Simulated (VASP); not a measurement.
Input of a VASP 6.6.1 run:

Contents of POSCAR:

```
Ga2O3
1.0
    1.3883852660      0.0000000000     -5.6399772456
    0.0000000000      3.0390611527      0.0000000000
   11.7003290450     -1.8234366916      2.2610560139
Ga O
8 12
Direct
   -0.2085804488      0.5043125843      0.8405209738
    0.5914195512      0.7043125843      0.3405209738
    0.3085804488      0.3956874157      0.6594790262
    0.1085804488      0.5956874157      0.1594790262
    0.0990144925      0.2452367251      0.4087278752
    0.2990144925      1.0452367251      0.9087278752
    0.6009855075      0.0547632749      0.0912721248
   -0.1990144925      0.8547632749      0.5912721248
   -0.4934720004      0.5485285986      0.9142143310
    0.3065279996      0.7485285986      0.4142143310
    0.5934720004      0.3514714014      0.5857856690
    0.3934720004      0.5514714014      0.0857856690
    0.0558119725      0.5540051990      0.9233419983
   -0.1441880275      0.7540051990      0.4233419983
    0.0441880275      0.3459948010      0.5766580017
    0.8441880275      0.5459948010      0.0766580017
    0.0922766962      0.1477710857      0.2462851429
    0.2922766962      0.9477710857      0.7462851429
    0.6077233038      0.1522289143      0.2537148571
   -0.1922766962      0.9522289143      0.7537148571
```

File INCAR.step1:

```
PREC = Accurate
ENCUT = 520
ISMEAR = 0
SIGMA = 0.05
LREAL = Auto
LASPH = True
NELM = 100
NBANDS = 104
GGA = PE
ALGO = Normal
EDIFF = 1E-4
LWAVE = True
LCHARG = False
```

File INCAR.step2:

```
PREC = Accurate
ENCUT = 520
EDIFF = 1E-7
ISMEAR = 0
SIGMA = 0.05
LREAL = Auto
LASPH = True
NELM = 100
ALGO = Normal
ISIF = 2
LWAVE = False
LCHARG = True
METAGGA = R2SCAN
LMIXTAU = True
LELF = True
LVHAR = True
NBANDS = 104
ISTART = 1
```

KPOINTS

```
regular mesh
0
Gamma
  4 7 2
```

Potentials or basis: VASP PAW PBE potentials, release 64 (Ga_d, O).

Launch:

```bash
$ cat potpaw_PBE.64/Ga_d/POTCAR potpaw_PBE.64/O/POTCAR > POTCAR
$ cp INCAR.step1 INCAR
$ mpirun -np 1 vasp_std > vasp.out
$ cp INCAR.step2 INCAR
$ mpirun -np 1 vasp_std > vasp.out
```

**Question.** What does it give for the largest force?

**Answer.** 3.654 eV/Å.

**Question.** What does it give for the pressure?

**Answer.** 3.3 GPa.

**Question.** What does it give for the band gap on the k mesh?

**Answer.** 0.56 eV (least direct gap 0.70 eV).

Stress tensor (GPa, compression positive):
```
 8.95 -3.15  7.68
-3.15 -3.44 -1.05
 7.68 -1.05  4.41
```

Caveat: the cell differs from its parent crystal (the part above a cut slid along it); the stress differs along the axes, from -3 to 9 GPa; semilocal functionals underestimate gaps, and a narrow one can read as zero; the PAW data sets were made with another functional, which shifts forces and pressure a little. A k mesh can miss the band edges.
